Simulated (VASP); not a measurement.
# Ca (P-1) in VASP: single point with PBEsol

Aim: the single point of Ca with PBEsol.

Everything below comes from runs of VASP 6.6.1. Logs are shortened: lines on timing, memory, paths and dates and some standing lists are left out, and cuts for length are marked.

## Step 1: The cell of the first run

The typed cell holds 1 atom: a = 3.805 Å, b = 3.887 Å, c = 3.735 Å, α = 108.18°, β = 110.30°, γ = 107.90°.

## Step 2: Single point, PBEsol (the cell strained at random)

Contents of INCAR:

```
ALGO     = Normal         # electronic algorithm
EDIFF    = 1E-7           # SCF threshold, eV
ENCUT    = 520            # plane-wave cutoff, eV
GGA      = PS             # functional
ISIF     = 2              # what is computed and relaxed
ISMEAR   = 0              # smearing method
LASPH    = T              # aspherical terms in the spheres
LCHARG   = T              # write CHGCAR
LELF     = T              # ELF
LREAL    = F              # projectors in reciprocal space
LVHAR    = T            
LWAVE    = F              # write WAVECAR
NBANDS   = 11             # bands
NELM     = 100            # most SCF steps
PREC     = Accurate       # precision mode
SIGMA    = 0.1            # smearing width, eV
```

Contents of KPOINTS:

```
k-points
0
Gamma
  12 12 12
```

Contents of POSCAR:

```
Ca
1.0
   -2.1776944421      2.1847180020      2.2281675931
    2.2999741147     -2.1311767230      2.2971905066
    2.1707700987      2.1242523796     -2.1744046976
Ca
1
Direct
    0.5000000000      0.5000000000      0.0000000000
```

Potentials or basis: VASP PAW PBE potentials, release 64 (Ca_sv).

Run with:

```sh
$ cat potpaw_PBE.64/Ca_sv/POTCAR > POTCAR
$ mpirun -np 1 vasp_std > vasp.out
```

OUTCAR:

```text
EDIFF = 1E-7
   ENCUT = 520
   GGA = PS
   ISIF = 2
   ISMEAR = 0
   LASPH = T
   LREAL = F
   NELM = 100
   PREC = Accurate

 ion  position               nearest neighbor table
   1  0.500  0.500  0.000-

  LATTYP: Found a triclinic cell.
 ALAT       =     9.8030381406
 B/A-ratio  =     0.6312666631
 C/A-ratio  =     0.3965111777
 COS(alpha) =     0.0006930842
 COS(beta)  =     0.2780793194
 COS(gamma) =     0.9428283610

  Lattice vectors:

 A1 = (  -8.8192087542,   0.0673899658,   4.2797864817)
 A2 = (  -4.3484645408,   0.0604656224,   4.4025722907)
 A3 = (  -2.2999741147,   2.1311767230,  -2.2971905066)

Analysis of symmetry for initial positions (statically):
=====================================================================
 Subroutine PRICEL returns:
 Original cell was already a primitive cell.

 Routine SETGRP: Setting up the symmetry group for a
 triclinic supercell.

 Subroutine GETGRP returns: Found  2 space group operations
 (whereof  2 operations were pure point group operations)
 out of a pool of  2 trial point group operations.

The static configuration has the point symmetry S_2 .

Analysis of symmetry for dynamics (positions and initial velocities):
=====================================================================
 Subroutine PRICEL returns:
 Original cell was already a primitive cell.

 Routine SETGRP: Setting up the symmetry group for a
 triclinic supercell.

 Subroutine GETGRP returns: Found  2 space group operations
 (whereof  2 operations were pure point group operations)
 out of a pool of  2 trial point group operations.

The dynamic configuration has the point symmetry S_2 .

 Subroutine INISYM returns: Found  2 space group operations
 (whereof  2 operations are pure point group operations),
 and found     1 'primitive' translations

----------------------------------------------------------------------------------------

                                     Primitive cell

  volume of cell :      43.5500

  direct lattice vectors                    reciprocal lattice vectors
    -2.177694442  2.184718002  2.228167593    -0.005643438  0.229339762  0.218416070
     2.299974115 -2.131176723  2.297190507     0.217764663 -0.002334112  0.215120386
     2.170770099  2.124252380 -2.174404698     0.224278577  0.232544350 -0.008811553

[... 83 lines left out ...]
   EDIFFG = 0.1E-05   stopping-criterion for IOM
   NSW    =      0    number of steps for IOM
   IBRION =     -1    ionic relax: 0-MD 1-quasi-New 2-CG
   NFREE  =      0    steps in history (QN), initial steepest desc. (CG)
   ISIF   =      2    stress and relaxation
   ISYM   =      2    0-nonsym 1-usesym 2-fastsym
   POTIM  = 0.5000    time-step for ionic-motion
   TEBEG  =    0.0;   TEEND  =   0.0 temperature during run
   PSTRESS=    0.0 pullay stress
   NELECT =      10.0000    total number of electrons
   NUPDOWN=      -1.0000    fix difference up-down
   EMIN   =  10.00;   EMAX   =-10.00  energy-range for DOS
   EFERMI =   0.00;   METHOD = LEGACY
   ISMEAR =     0;   SIGMA  =   0.10  broadening in eV -4-tet -1-fermi 0-gaus
   EFERMI_NEDOS =   21; number of points for ismear=-14 and -15
   IALGO  =     38    algorithm
   IMIX   =      4    mixing-type and parameters
     AMIX     =   0.40;   BMIX     =  1.00
     AMIX_MAG =   1.60;   BMIX_MAG =  1.00
  volume/ion in A,a.u.               =      43.55       293.89
  Fermi-wavevector in a.u.,A,eV,Ry     =   1.002487  1.894426 13.673587  1.004980
  Thomas-Fermi vector in A             =   2.134977
   LORBIT       =      0    0 simple, 1 ext, 2 COOP (PROOUT), +10 PAW based schemes
   GGA     = PS    functional components
   LHFCALC =     F    Hartree Fock is set to
   AEXX    =    0.0000 exact exchange contribution
   IVDW    =     0    specifies the selected vdW correction
   LEPSILON=     F    determine dielectric tensor
   LRPA    =     F    only Hartree local field effects (RPA)
 non-spin polarized calculation
 Gauss-broadening in eV      SIGMA  =   0.10
  energy-cutoff  :      520.00
  volume of cell :       43.55
 maximum number of plane-waves:      1190
   NGX = 15   NGY = 15   NGZ = 13

 number of electron      10.0000000 magnetization

 Free energy of the ion-electron system (eV)
  ---------------------------------------------------
  ext. energy  EPLUGINS =         0.00000000
  ---------------------------------------------------
  free energy    TOTEN  =        -2.10373037 eV

  energy without entropy =       -2.09596557  energy(sigma->0) =       -2.09984797

 E-fermi :   1.8253     XC(G=0):  -7.7099

 val. band max:        1.8245671498   @ k =   0.5000   0.5000   0.0000
 cond. band min:       1.8283746506   @ k =   0.3333   0.2500   0.2500
 fundamental gap:      0.0038075008
 Fermi energy:         1.8252883109

 k-point     1 :       0.0000    0.0000    0.0000
  band No.  band energies     occupation
      1     -40.1495      2.00000
      2     -21.1458      2.00000
      3     -21.1430      2.00000
      4     -21.1390      2.00000
      5      -2.2025      2.00000
      6       3.8618      0.00000
      7       3.9752      0.00000
      8       4.2868      0.00000
      9       4.9881      0.00000
     10       5.2095      0.00000
     11      11.3020      0.00000
[... 309 lines left out ...]
 k-point    24 :       0.3333    0.1667    0.0000
  band No.  band energies     occupation
      1     -40.1377      2.00000
      2     -21.2437      2.00000
      3     -21.1886      2.00000
      4     -21.1531      2.00000
      5       0.5612      2.00000
      6       2.2688      0.00000
      7       2.8982      0.00000
      8       5.0634      0.00000
      9       5.3470      0.00000
     10       6.0133      0.00000
     11       6.9520      0.00000

 [... further k-points ...]

------------------------ aborting loop because EDIFF is reached ----------------------------------------

  FORCE on cell =-STRESS in cart. coord.  units (eV):
  Direction    XX          YY          ZZ          XY          YZ          ZX
  --------------------------------------------------------------------------------------
  -------------------------------------------------------------------------------------
  Total       -0.3239950     -0.2949630     -0.3084587      0.0259904     -0.0762809     -0.1941112
  in kB      -11.9195741    -10.8515034    -11.3480022      0.9561698     -2.8063251     -7.1412308
  external PRESSURE =     -11.3730266 kB  Pullay stress =       0.0000000 kB

 VOLUME and BASIS-vectors are now :
 -----------------------------------------------------------------------------
  energy-cutoff  :      520.00
  volume of cell :       43.55
      direct lattice vectors                 reciprocal lattice vectors
    -2.177694442  2.184718002  2.228167593    -0.005643438  0.229339762  0.218416070
     2.299974115 -2.131176723  2.297190507     0.217764663 -0.002334112  0.215120386
     2.170770099  2.124252380 -2.174404698     0.224278577  0.232544350 -0.008811553

 POSITION                                       TOTAL-FORCE (eV/Angst)
 -----------------------------------------------------------------------------------
      0.06114      0.02677      2.26268        -0.000000     -0.000000      0.000000
 -----------------------------------------------------------------------------------
    total drift:                                0.000000     -0.000000      0.000000

  FREE ENERGIE OF THE ION-ELECTRON SYSTEM (eV)
  ---------------------------------------------------
  free  energy   TOTEN  =        -2.1037303693 eV

  energy  without entropy=       -2.0959655713  energy(sigma->0) =       -2.09984797
```

Run time: 2.4 min. Hardware: 1 thread of AMD EPYC 9R45 (Zen 5), shared host; peak memory 0.47 GiB.

What came out:

* Free energy: -2.1037 eV
* Pressure: -1.1 GPa
* Band gap on the k mesh: zero (bands 5 and 6 overlap by 0.53 eV)

Caveat: the cell differs from its parent crystal (the cell strained at random); the PAW data sets were made with another functional, which shifts forces and pressure a little.
